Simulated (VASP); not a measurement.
# MgO (Cmcm) in VASP: notebook

MgO is run at these levels: LDA; tasks: single point.

All numbers are computed with VASP 6.6.1; they aren't measurements. Logs are shortened: lines on timing, memory, paths and dates and some standing lists are left out, and cuts for length are marked.

## Step 1: The cell of the first run

The structure is orthorhombic, space group Cmcm (No. 63). The conventional cell has a = 3.434 Å, b = 6.039 Å, c = 4.178 Å, α = 90.00°, β = 90.00°, γ = 90.00°. Mg (site symmetry m2m) has 5 O at 1.99 to 2.09 Å within 2.6 Å. Within 2.6 Å of O (site symmetry m2m) lie 5 Mg at 1.99 to 2.09 Å.

## Step 2: Single point, LDA (strain -0.0150 x Voigt [1, 0, 0, 0, 0, 0])

INCAR reads:

```
ALGO = Normal
EDIFF = 1E-6
ENCUT = 520
ISIF = 2
ISMEAR = 0
LASPH = T
LCHARG = F
LREAL = F
LWAVE = F
NBANDS = 16
NELM = 60
PREC = Accurate
SIGMA = 0.05
```

KPOINTS reads:

```
k-points
0
Gamma
  6 6 6
```

POSCAR reads:

```
MgO
1.0
    3.4340821948      0.0000000000      0.0000000000
   -1.7170410974      3.0192917963      0.0000000000
    0.0000000000      0.0000000000      4.1780412200
Mg O
2 2
Direct
    0.6666666667      0.3333333333      0.7500000000
    0.3333333333      0.6666666667      0.2500000000
    0.6666666667      0.3333333333      0.2500000000
    0.3333333333      0.6666666667      0.7500000000
```

Potentials or basis: VASP PAW LDA potentials, release 64 (Mg, O).

The run is started by

```
> cat potpaw_LDA.64/Mg/POTCAR potpaw_LDA.64/O/POTCAR > POTCAR
> mpirun -np 1 vasp_std > vasp.out
```

OUTCAR:

```text
EDIFF = 1E-6
   ENCUT = 520
   ISIF = 2
   ISMEAR = 0
   LASPH = T
   LREAL = F
   NELM = 60
   PREC = Accurate

 ion  position               nearest neighbor table
   1  0.667  0.333  0.750-   4 1.99   4 1.99   4 2.01   3 2.09   3 2.09   2 2.89   2 2.89   2 2.89
                             2 2.89   2 2.90   2 2.90
   2  0.333  0.667  0.250-   3 1.99   3 1.99   3 2.01   4 2.09   4 2.09   1 2.89   1 2.89   1 2.89
                             1 2.89   1 2.90   1 2.90
   3  0.667  0.333  0.250-   2 1.99   2 1.99   2 2.01   1 2.09   1 2.09
   4  0.333  0.667  0.750-   1 1.99   1 1.99   1 2.01   2 2.09   2 2.09

  LATTYP: Found a base centered orthorhombic cell.
 ALAT       =     3.4340821948
 B/A-ratio  =     1.7584272158
 C/A-ratio  =     1.2166398423

  Lattice vectors:

 A1 = (   1.7170410974,  -3.0192917963,   0.0000000000)
 A2 = (   1.7170410974,   3.0192917963,   0.0000000000)
 A3 = (   0.0000000000,   0.0000000000,   4.1780412200)

Analysis of symmetry for initial positions (statically):
=====================================================================
 Subroutine PRICEL returns:
 Original cell was already a primitive cell.

 Routine SETGRP: Setting up the symmetry group for a
 base centered orthorhombic supercell.

 Subroutine GETGRP returns: Found  8 space group operations
 (whereof  4 operations were pure point group operations)
 out of a pool of  8 trial point group operations.

The static configuration has the point symmetry C_2h.
 The point group associated with its full space group is D_2h.

Analysis of symmetry for dynamics (positions and initial velocities):
=====================================================================
 Subroutine PRICEL returns:
 Original cell was already a primitive cell.

 Routine SETGRP: Setting up the symmetry group for a
 base centered orthorhombic supercell.

 Subroutine GETGRP returns: Found  8 space group operations
 (whereof  4 operations were pure point group operations)
 out of a pool of  8 trial point group operations.

The dynamic configuration has the point symmetry C_2h.
 The point group associated with its full space group is D_2h.

 Subroutine INISYM returns: Found  8 space group operations
 (whereof  4 operations are pure point group operations),
 and found     1 'primitive' translations

----------------------------------------------------------------------------------------

                                     Primitive cell

  volume of cell :      43.3200

  direct lattice vectors                    reciprocal lattice vectors
     3.434082195  0.000000000  0.000000000     0.291198621  0.165601748  0.000000000
    -1.717041097  3.019291796  0.000000000     0.000000000  0.331203497  0.000000000
     0.000000000  0.000000000  4.178041220     0.000000000  0.000000000  0.239346609

  length of vectors
     3.434082195  3.473377763  4.178041220     0.334993397  0.331203497  0.239346609

  position of ions in fractional coordinates (direct lattice)
     0.666666667  0.333333333  0.750000000
     0.333333333  0.666666667  0.250000000
     0.666666667  0.333333333  0.250000000
     0.333333333  0.666666667  0.750000000

  ion indices of the primitive-cell ions
   primitive index   ion index
                 1           1
                 2           2
                 3           3
                 4           4

----------------------------------------------------------------------------------------

 KPOINTS: k-points

Automatic generation of k-mesh.
 Grid dimensions read from file:
 generate k-points for:    6    6    6

 Generating k-lattice:

  Cartesian coordinates                     Fractional coordinates (reciprocal lattice)
     0.048533104  0.027600291  0.000000000     0.166666667 -0.000000000  0.000000000
     0.000000000  0.055200583  0.000000000     0.000000000  0.166666667  0.000000000
     0.000000000  0.000000000  0.039891102     0.000000000  0.000000000  0.166666667

  Length of vectors
     0.055832233  0.055200583  0.039891102

  Shift w.r.t. Gamma in fractional coordinates (k-lattice)
     0.000000000  0.000000000  0.000000000

 Subroutine IBZKPT returns following result:
 ===========================================

 Found     52 irreducible k-points:

 Following reciprocal coordinates:
            Coordinates               Weight
  0.000000  0.000000  0.000000      1.000000
  0.166667  0.000000  0.000000      4.000000
  0.333333 -0.000000  0.000000      4.000000
  0.500000 -0.000000  0.000000      2.000000
  0.000000  0.166667  0.000000      2.000000
  0.166667  0.166667  0.000000      4.000000
[... 16 lines left out ...]
  0.000000  0.333333  0.166667      4.000000
  0.166667  0.333333  0.166667      8.000000
 [... further k-points ...]
   k-points           NKPTS =     52   k-points in BZ     NKDIM =     52   number of bands    NBANDS=     16
   number of dos      NEDOS =    301   number of ions     NIONS =      4
   total plane-waves  NPLWV =  25088
   dimension x,y,z NGX =    28 NGY =   28 NGZ =   32
   dimension x,y,z NGXF=    56 NGYF=   56 NGZF=   64
   ions per type =               2   2
   NGX,Y,Z   is equivalent  to a cutoff of  13.55, 13.40, 12.73 a.u.
   NGXF,Y,Z  is equivalent  to a cutoff of  27.11, 26.80, 25.47 a.u.
 SYSTEM =  unknown system
   PREC   = accura    normal or accurate (medium, high low for compatibility)
   ISTART =      0    job   : 0-new  1-cont  2-samecut
   ICHARG =      2    charge: 1-file 2-atom 10-const
   ISPIN  =      1    spin polarized calculation?
   LNONCOLLINEAR =      F non collinear calculations
   LSORBIT =      F    spin-orbit coupling
   LASPH  =      T    aspherical Exc in radial PAW
   ENCUT  =  520.0 eV  38.22 Ry    6.18 a.u.   6.39  6.46  7.77*2*pi/ulx,y,z
   NELM   =     60;   NELMIN=  2; NELMDL= -5     # of ELM steps
   EDIFF  = 0.1E-05   stopping-criterion for ELM
   LREAL  =      F    real-space projection
   EDIFFG = 0.1E-04   stopping-criterion for IOM
   NSW    =      0    number of steps for IOM
   IBRION =     -1    ionic relax: 0-MD 1-quasi-New 2-CG
   NFREE  =      0    steps in history (QN), initial steepest desc. (CG)
   ISIF   =      2    stress and relaxation
   ISYM   =      2    0-nonsym 1-usesym 2-fastsym
   POTIM  = 0.5000    time-step for ionic-motion
   TEBEG  =    0.0;   TEEND  =   0.0 temperature during run
   PSTRESS=    0.0 pullay stress
   NELECT =      16.0000    total number of electrons
   NUPDOWN=      -1.0000    fix difference up-down
   EMIN   =  10.00;   EMAX   =-10.00  energy-range for DOS
   EFERMI =   0.00;   METHOD = LEGACY
   ISMEAR =     0;   SIGMA  =   0.05  broadening in eV -4-tet -1-fermi 0-gaus
   EFERMI_NEDOS =   21; number of points for ismear=-14 and -15
   IALGO  =     38    algorithm
   IMIX   =      4    mixing-type and parameters
     AMIX     =   0.40;   BMIX     =  1.00
     AMIX_MAG =   1.60;   BMIX_MAG =  1.00
  volume/ion in A,a.u.               =      10.83        73.08
  Fermi-wavevector in a.u.,A,eV,Ry     =   1.174587  2.219648 18.771353  1.379655
  Thomas-Fermi vector in A             =   2.310982
   LORBIT       =      0    0 simple, 1 ext, 2 COOP (PROOUT), +10 PAW based schemes
   GGA     = CA    functional components
   LHFCALC =     F    Hartree Fock is set to
   AEXX    =    0.0000 exact exchange contribution
   IVDW    =     0    specifies the selected vdW correction
   LEPSILON=     F    determine dielectric tensor
   LRPA    =     F    only Hartree local field effects (RPA)
 non-spin polarized calculation
 Gauss-broadening in eV      SIGMA  =   0.05
  energy-cutoff  :      520.00
  volume of cell :       43.32
 maximum number of plane-waves:      1184
 NGX is ok and might be reduce to    28
   NGX = 13   NGY = 13   NGZ = 15

 number of electron      16.0000002 magnetization

 Free energy of the ion-electron system (eV)
  ---------------------------------------------------
  ext. energy  EPLUGINS =         0.00000000
  ---------------------------------------------------
  free energy    TOTEN  =       -26.51213137 eV

  energy without entropy =      -26.51213137  energy(sigma->0) =      -26.51213137

 E-fermi :   2.0268     XC(G=0): -10.6718

 val. band max:        1.7948465013   @ k =   0.0000   0.0000   0.0000
 cond. band min:       5.1971523039   @ k =   0.0000   0.0000   0.0000
 fundamental gap:      3.4023058026
 Fermi energy:         2.0267780323

 k-point     1 :       0.0000    0.0000    0.0000
  band No.  band energies     occupation
      1     -14.9421      2.00000
      2     -13.4399      2.00000
      3      -1.9930      2.00000
      4      -0.0127      2.00000
      5       0.0262      2.00000
      6       0.9249      2.00000
[... 8 lines left out ...]
     15      17.1995      0.00000
     16      17.3151      0.00000

 k-point     2 :       0.1667    0.0000    0.0000
  band No.  band energies     occupation
      1     -14.7959      2.00000
      2     -13.4637      2.00000
      3      -1.7693      2.00000
      4      -0.4488      2.00000
      5      -0.2073      2.00000
      6       0.3967      2.00000
[... 8 lines left out ...]
     15      16.3220      0.00000
     16      16.4637      0.00000

 k-point     3 :       0.3333   -0.0000    0.0000
  band No.  band energies     occupation
      1     -14.4386      2.00000
      2     -13.5699      2.00000
      3      -1.4498      2.00000
      4      -1.1721      2.00000
      5      -0.5148      2.00000
      6      -0.0944      2.00000
[... 8 lines left out ...]
     15      15.7672      0.00000
     16      16.3106      0.00000

 k-point     4 :       0.5000   -0.0000    0.0000
  band No.  band energies     occupation
      1     -14.1712      2.00000
      2     -13.7086      2.00000
      3      -1.8975      2.00000
      4      -0.6500      2.00000
      5      -0.6432      2.00000
      6      -0.2562      2.00000
[... 8 lines left out ...]
     15      16.3516      0.00000
     16      16.4225      0.00000
[... 324 lines left out ...]
 k-point    22 :      -0.3333    0.1667    0.1667
  band No.  band energies     occupation
      1     -14.4635      2.00000
      2     -13.5873      2.00000
      3      -1.6247      2.00000
      4      -1.1144      2.00000
      5      -0.2351      2.00000
      6      -0.0881      2.00000
[... 8 lines left out ...]
     15      16.0253      0.00000
     16      16.9228      0.00000

 k-point    23 :       0.0000    0.3333    0.1667
  band No.  band energies     occupation
      1     -14.3853      2.00000
      2     -13.6160      2.00000
      3      -1.8488      2.00000
      4      -0.9656      2.00000
      5      -0.3554      2.00000
      6      -0.2364      2.00000
[... 8 lines left out ...]
     15      16.0068      0.00000
     16      16.1033      0.00000

 k-point    24 :       0.1667    0.3333    0.1667
  band No.  band energies     occupation
      1     -14.1557      2.00000
      2     -13.7076      2.00000
      3      -1.9029      2.00000
      4      -1.2051      2.00000
      5      -0.6469      2.00000
      6       0.0248      2.00000
[... 8 lines left out ...]
     15      15.8574      0.00000
     16      17.1460      0.00000

 [... further k-points ...]
[... 5 lines left out ...]
  --------------------------------------------------------------------------------------
  -------------------------------------------------------------------------------------
  Total       -0.5343009     -1.2835653     -1.2710712      0.0000000      0.0000000      0.0000000
  in kB      -19.7609595    -47.4722781    -47.0101864      0.0000000      0.0000000      0.0000000
  external PRESSURE =     -38.0811413 kB  Pullay stress =       0.0000000 kB

 VOLUME and BASIS-vectors are now :
 -----------------------------------------------------------------------------
  energy-cutoff  :      520.00
  volume of cell :       43.32
      direct lattice vectors                 reciprocal lattice vectors
     3.434082195  0.000000000  0.000000000     0.291198621  0.165601748  0.000000000
    -1.717041097  3.019291796  0.000000000     0.000000000  0.331203497  0.000000000
     0.000000000  0.000000000  4.178041220     0.000000000  0.000000000  0.239346609

 POSITION                                       TOTAL-FORCE (eV/Angst)
 -----------------------------------------------------------------------------------
      1.71704      1.00643      3.13353         0.000000     -0.119945      0.000000
     -0.00000      2.01286      1.04451        -0.000000      0.119945      0.000000
      1.71704      1.00643      1.04451         0.000000     -0.135210      0.000000
     -0.00000      2.01286      3.13353         0.000000      0.135210      0.000000
 -----------------------------------------------------------------------------------
    total drift:                                0.000000     -0.000000      0.000000

  FREE ENERGIE OF THE ION-ELECTRON SYSTEM (eV)
  ---------------------------------------------------
  free  energy   TOTEN  =       -26.5121313713 eV

  energy  without entropy=      -26.5121313713  energy(sigma->0) =      -26.51213137
```

Run time: 50 s. Hardware: 1 thread of Intel Xeon 6975P-C, shared host; peak memory 0.17 GiB.

What came out:

```yaml
Free_energy: -26.5121 eV
Pressure: -3.8 GPa
Largest_force: 0.135 eV/Å
Band_gap_on_the_k_mesh: 3.40 eV, direct
```

Forces in eV/Å, atoms in the order of the input:
```
Mg   0.000 -0.120  0.000
Mg   0.000  0.120  0.000
O    0.000 -0.135  0.000
O    0.000  0.135  0.000
```

Caveat: the cell differs from its parent crystal (strain -0.0150 x Voigt [1, 0, 0, 0, 0, 0]).

## Step 3: Single point, LDA (strain -0.0050 x Voigt [1, 0, 0, 0, 0, 0])

INCAR reads:

```
ALGO = Normal
EDIFF = 1E-6
ENCUT = 520
ISIF = 2
ISMEAR = 0
LASPH = True
LCHARG = False
LREAL = False
LWAVE = False
NBANDS = 16
NELM = 100
PREC = Accurate
SIGMA = 0.05
```

KPOINTS is that of step 2.

Edit POSCAR of step 2 so:

```diff
@@ -2,4 +2,4 @@
 1.0
-    3.4340821948      0.0000000000      0.0000000000
-   -1.7170410974      3.0192917963      0.0000000000
+    3.4689459734      0.0000000000      0.0000000000
+   -1.7344729867      3.0192917963      0.0000000000
     0.0000000000      0.0000000000      4.1780412200
```

Potentials or basis: VASP PAW LDA potentials, release 64 (Mg, O).

The run is started by

```
> cat potpaw_LDA.64/Mg/POTCAR potpaw_LDA.64/O/POTCAR > POTCAR
> mpirun -np 1 vasp_std > vasp.out
```

Run time: 52 s. Hardware: 1 thread of Intel Xeon 6975P-C, shared host; peak memory 0.16 GiB.

It converged, with:

```yaml
Free_energy: -26.5036 eV
Pressure: -5.1 GPa
Largest_force: 0.043 eV/Å
Band_gap_on_the_k_mesh: 3.36 eV, direct
```

Forces on the atoms (eV/Å):
```
Mg   0.000 -0.038  0.000
Mg   0.000  0.038  0.000
O    0.000 -0.043  0.000
O    0.000  0.043  0.000
```

Stress tensor (GPa, compression positive):
```
-4.53  0.00  0.00
 0.00 -5.42  0.00
 0.00  0.00 -5.42
```

Levels at points of the mesh, in eV from the valence-band top:
| k point | band 4 | band 5 | band 6 | band 7 | band 8 | band 9 | band 10 | band 11 | band 12 | band 13 |
| --- | --- | --- | --- | --- | --- | --- | --- | --- | --- | --- |
| (0.00, 0.00, 0.00) | -1.78 | -1.76 | -0.83 | -0.82 | 0.00 | 3.36 | 9.27 | 12.08 | 12.27 | 12.35 |
| (0.50, 0.00, 0.00) | -2.42 | -2.40 | -2.01 | -1.34 | -0.54 | 6.83 | 8.96 | 9.66 | 11.91 | 12.72 |
| (0.00, 0.50, 0.00) | -2.44 | -2.37 | -2.02 | -1.33 | -0.53 | 6.85 | 8.97 | 9.66 | 11.90 | 12.79 |
| (0.00, 0.00, 0.50) | -2.47 | -1.32 | -1.32 | -1.31 | -1.31 | 6.36 | 6.36 | 12.63 | 12.63 | 12.71 |
| (0.50, 0.00, 0.50) | -3.97 | -1.58 | -1.58 | -0.85 | -0.85 | 7.16 | 7.16 | 11.83 | 11.83 | 13.86 |
| (0.00, 0.50, 0.50) | -3.98 | -1.56 | -1.56 | -0.85 | -0.85 | 7.17 | 7.17 | 11.81 | 11.81 | 13.92 |

Caveat: the cell differs from its parent crystal (strain -0.0050 x Voigt [1, 0, 0, 0, 0, 0]).

## Step 4: Single point, LDA (strain +0.0150 x Voigt [1, 0, 0, 0, 0, 0])

INCAR reads:

```
  ALGO = Normal
  EDIFF = 1E-6
  ENCUT = 520
  ISIF = 2
  ISMEAR = 0
  LASPH = T
  LCHARG = F
  LREAL = F
  LWAVE = F
  NBANDS = 16
  NELM = 60
  PREC = Accurate
  SIGMA = 0.05
```

KPOINTS is that of step 3.

Edit POSCAR of step 3 so:

```diff
@@ -2,4 +2,4 @@
 1.0
-    3.4689459734      0.0000000000      0.0000000000
-   -1.7344729867      3.0192917963      0.0000000000
+    3.5386735306      0.0000000000      0.0000000000
+   -1.7693367653      3.0192917963      0.0000000000
     0.0000000000      0.0000000000      4.1780412200
```

The run is started by

```
> cat potpaw_LDA.64/Mg/POTCAR potpaw_LDA.64/O/POTCAR > POTCAR
> mpirun -np 1 vasp_std > vasp.out
```

Run time: 54 s. Hardware: 1 thread of Intel Xeon 6975P-C, shared host; peak memory 0.17 GiB.

The run converged. Its results:

```yaml
Free_energy: -26.4669 eV
Pressure: -7.5 GPa
Largest_force: 0.116 eV/Å
Band_gap_on_the_k_mesh: 3.27 eV, direct
```

Forces on the atoms (eV/Å):
```
Mg   0.000  0.100  0.000
Mg   0.000 -0.100  0.000
O    0.000  0.116  0.000
O    0.000 -0.116  0.000
```

Stress tensor (GPa, compression positive):
```
-9.02  0.00  0.00
 0.00 -6.56  0.00
 0.00  0.00 -6.82
```

Levels at points of the mesh, in eV from the valence-band top:
| k point | band 4 | band 5 | band 6 | band 7 | band 8 | band 9 | band 10 | band 11 | band 12 | band 13 |
| --- | --- | --- | --- | --- | --- | --- | --- | --- | --- | --- |
| (0.00, 0.00, 0.00) | -1.75 | -1.71 | -0.79 | -0.75 | 0.00 | 3.27 | 9.15 | 12.01 | 12.03 | 12.25 |
| (0.50, 0.00, 0.00) | -2.38 | -2.32 | -1.94 | -1.28 | -0.48 | 6.79 | 8.80 | 9.68 | 11.68 | 12.76 |
| (0.00, 0.50, 0.00) | -2.40 | -2.33 | -1.93 | -1.32 | -0.50 | 6.74 | 8.78 | 9.70 | 11.71 | 12.56 |
| (0.00, 0.00, 0.50) | -2.43 | -1.29 | -1.29 | -1.25 | -1.25 | 6.27 | 6.27 | 12.37 | 12.37 | 12.60 |
| (0.50, 0.00, 0.50) | -3.89 | -1.51 | -1.51 | -0.80 | -0.80 | 7.12 | 7.12 | 11.61 | 11.61 | 13.75 |
| (0.00, 0.50, 0.50) | -3.87 | -1.56 | -1.56 | -0.80 | -0.80 | 7.09 | 7.09 | 11.67 | 11.67 | 13.60 |

Caveat: the cell differs from its parent crystal (strain +0.0150 x Voigt [1, 0, 0, 0, 0, 0]).

[end of part 1 of 2]
